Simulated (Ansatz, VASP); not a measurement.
This is a calculation of SnO2 for VASP 6.6.1.

INCAR

```
  PREC = Accurate
  ENCUT = 520
  EDIFF = 1E-6
  ISMEAR = -1
  SIGMA = 0.05
  LREAL = False
  LASPH = True
  NELM = 80
  ALGO = Normal
  ISIF = 2
  LWAVE = False
  LCHARG = False
  GGA = CA
  NBANDS = 20
```

Contents of KPOINTS:

```
Automatic mesh
0
Gamma
  10 10 10
```

The input POSCAR:

```
SnO2
1.0
    1.6383730560      0.9459151249      4.8637655204
   -1.6383730560      0.9459151249      4.8637655204
    0.0000000000     -1.8918302499      4.8637655204
Sn O
1 2
Direct
    0.5000000000      0.5000000000      0.5000000000
    0.7628300000      0.7628300000      0.7628300000
    0.2371700000      0.2371700000      0.2371700000
```

Potentials or basis: VASP PAW LDA potentials, release 64 (Sn_d, O).

Launch:

```bash
$ cat potpaw_LDA.64/Sn_d/POTCAR potpaw_LDA.64/O/POTCAR > POTCAR
$ mpirun -np 1 vasp_std > vasp.out
```

Set up the same calculation for Ansatz 0.2.0. Potentials there: all-electron LAPW, scalar-relativistic.

As run (the cutoff follows the program's own potentials):

File input.yaml:

```yaml
crystal:
  lattice:
    - [1.638373056, 0.9459151249, 4.8637655204]
    - [-1.638373056, 0.9459151249, 4.8637655204]
    - [0.0, -1.8918302499, 4.8637655204]
  atoms:
    - { symbol: Sn, position: [0.5, 0.5, 0.5] }
    - { symbol: O, position: [0.76283, 0.76283, 0.76283] }
    - { symbol: O, position: [0.23717, 0.23717, 0.23717] }
kpoints:
  mp_grid: { grid: [10, 10, 10] }
scf:
  occupations: { method: fermi_dirac, width: 0.05 }
hamiltonian:
  xc: lda
  pseudopotentials: { kind: all_electron, lapw: { basis_error: 0.002 } }
output:
  forces: true
  stress: true
  eigenvalues: true
```

Potentials or basis: all-electron LAPW, scalar-relativistic.

Command:

```bash
$ ansatz run input.yaml --threads 2 --pin off --max-ram 8192MiB --backend cpu --events-out ev --progress --plain --runs-dir out
```

Both were run:

|  | VASP | Ansatz | Ansatz less VASP |
| --- | --- | --- | --- |
| gap on the k mesh at the Fermi level (eV) | 1.54 | 1.54 | +0.009 |
| least direct gap on the mesh (eV) | 1.63 | 1.63 | +0.004 |
| pressure (GPa) | -12.9 | -13.5 | -0.56 |
| traceless stress, the component that is largest in VASP (GPa) | 3.27 | 3.68 | +0.414 |
| rms of the force components (eV/Å) | 0.461 | 0.484 | +0.0230 |

LDA's correlation is that of Perdew and Zunger in VASP and of Perdew and Wang (1992) in Ansatz. Atom by atom the forces differ by 0.023 eV/Å (rms over components). Ansatz ran all-electron here, and VASP with PAW potentials.
